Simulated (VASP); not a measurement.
Crystal: NaH4.

```xyz
5
Lattice="2.1225 -4.2857 -0.4462 2.1225 4.2857 -0.4462 -1.5564 0.0000 3.1483" Properties=species:S:1:pos:R:3 pbc="T T T"
Na    1.3443   -3.6048    1.1279
H     1.3443   -1.2452    1.1279
H     0.2832   -1.4625    1.3511
H     2.4054   -1.4625    0.9048
H     1.3443    2.6066    1.1279
```

The cell was generated, and may not be a known phase.

```yaml
Program: VASP 6.6.1
Task: relaxation of cell and atoms
Functional: PBE
Potentials_or_basis: VASP PAW PBE potentials, release 64 (Na_pv, H)
Cutoff: 600 eV
k_mesh: 12 × 12 × 14
Occupations: gaussian, width 0.1 eV
Spin: no spin polarisation
```

At the start: pressure -0.0 GPa; volume 10.26 Å³/atom.

Task: How do energy, volume and symmetry change on relaxing?

Result: Over 27 steps the energy falls by 3.1 meV/atom and the volume is 9.27 Å³/atom (-9.7 %); space group Fmmm (No. 69, to 0.1 Å) before and after.

The path:
```
step  energy change (eV)  largest force (eV/Å)  pressure (GPa)  volume (Å³)
   1              0.0000                0.0033           -0.03        51.32
   2             -0.0002                0.0040           -0.05        51.31
   3             -0.0007                0.0070           -0.11        51.27
   4             -0.0016                0.0149           -0.23        51.18
   5             -0.0031                0.0256           -0.46        51.00
   6             -0.0015                0.0402           -0.88        50.61
   7             -0.0034                0.0291           -0.56        50.93
   8             -0.0035                0.0303           -0.55        50.88
   9             -0.0040                0.0339           -0.54        50.73
  10             -0.0048                0.0411           -0.51        50.43
  11             -0.0055                0.0554           -0.45        49.84
  12             -0.0062                0.0589           -0.35        49.65
  13             -0.0077                0.0725           -0.05        49.07
  14             -0.0073                0.1197            0.58        47.94
  15             -0.0081                0.0914            0.19        48.61
  16             -0.0091                0.0891            0.18        48.48
  17             -0.0117                0.0729            0.16        48.06
  18             -0.0139                0.0196            0.13        47.24
  19             -0.0146                0.0022           -0.09        47.34
  20             -0.0147                0.0060           -0.19        47.38
  21             -0.0151                0.0051           -0.15        47.20
  22             -0.0153                0.0162           -0.07        46.92
  23             -0.0153                0.0180           -0.05        46.88
  24             -0.0154                0.0151           -0.01        46.75
  25             -0.0155                0.0197            0.09        46.47
  26             -0.0156                0.0150            0.05        46.44
  27             -0.0157                0.0046           -0.02        46.35
```

Final structure:
```cif
data_structure
_symmetry_space_group_name_H-M 'P 1'
_symmetry_Int_Tables_number 1
_cell_length_a 4.5428
_cell_length_b 4.5428
_cell_length_c 3.4434
_cell_angle_alpha 108.364
_cell_angle_beta 108.364
_cell_angle_gamma 121.460
_cell_volume 46.35
loop_
_atom_site_label
_atom_site_type_symbol
_atom_site_fract_x
_atom_site_fract_y
_atom_site_fract_z
_atom_site_occupancy
Na1 Na 0.92060 0.07940 0.50000 1
H1 H 0.63187 0.36813 0.50000 1
H2 H 0.42050 0.07918 0.50000 1
H3 H 0.92082 0.57950 0.50000 1
H4 H 0.20919 0.79081 0.50000 1
```
